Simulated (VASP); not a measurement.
Set up this calculation in VASP 6.6.1, as the native input.

```
Task                   : single point
Functional             : r2SCAN
Potentials or basis    : VASP PAW PBE potentials, release 64 (Cd, Ru_pv)
Cutoff                 : 520 eV
k mesh                 : 6 × 6 × 4
Occupations            : gaussian, width 0.1 eV
Spin                   : no spin polarisation
Dipole correction      : no
Further INCAR settings : ALGO = Normal; EDIFF = 1e-06; NBANDS = 26
```

Cd2Ru:

```xyz
3
Lattice="3.9333 0.0000 0.0000 -1.9667 3.4064 0.0000 0.0000 0.0000 4.2469" Properties=species:S:1:pos:R:3 pbc="T T T"
Cd    0.0000    2.2709    2.1235
Cd    1.9667    1.1355    2.1235
Ru    0.0000    0.0000    0.0000
```

The input as run:

POSCAR

```
Cd2Ru
1.0
    3.9333167724      0.0000000000      0.0000000000
   -1.9666583862      3.4063522461      0.0000000000
    0.0000000000      0.0000000000      4.2469367144
Cd Ru
2 1
Direct
    0.3333333333      0.6666666667      0.5000000000
    0.6666666667      0.3333333333      0.5000000000
    0.0000000000      0.0000000000      0.0000000000
```

INCAR.step1

```
SYSTEM = Cd2Ru
ALGO = Normal
EDIFF = 1E-4
ENCUT = 520
GGA = PE
ISMEAR = 0
LASPH = .TRUE.
LCHARG = .FALSE.
LREAL = .FALSE.
LWAVE = .TRUE.
NBANDS = 26
NELM = 60
PREC = Accurate
SIGMA = 0.1
```

INCAR.step2

```
SYSTEM = Cd2Ru
ALGO = Normal
EDIFF = 1E-6
ENCUT = 520
ISIF = 2
ISMEAR = 0
ISTART = 1
LASPH = .TRUE.
LCHARG = .TRUE.
LELF = .TRUE.
LMIXTAU = .TRUE.
LREAL = .FALSE.
LVHAR = .TRUE.
LWAVE = .FALSE.
METAGGA = R2SCAN
NBANDS = 26
NELM = 60
PREC = Accurate
SIGMA = 0.1
```

KPOINTS

```
k-points
0
G
  6 6 4
  0 0 0
```

Potentials or basis: VASP PAW PBE potentials, release 64 (Cd, Ru_pv).

Command:

```console
$ cat potpaw_PBE.64/Cd/POTCAR potpaw_PBE.64/Ru_pv/POTCAR > POTCAR
$ cp INCAR.step1 INCAR
$ mpirun -np 1 vasp_std > vasp.out
$ cp INCAR.step2 INCAR
$ mpirun -np 1 vasp_std > vasp.out
```

Results of the run:

The pressure is 22.8 GPa and the band gap on the k mesh is zero (band 19 reaches 4.79 eV, above the bottom of band 20 at 4.04 eV).

Caveat: the k points lie up to 0.37 Å⁻¹ apart; the PAW data sets were made with another functional, which shifts forces and pressure a little.

It took 54 s on 1 thread of Intel(R) Xeon(R) 6975P-C (Granite Rapids), with other jobs on the host, peak memory 0.18 GiB.
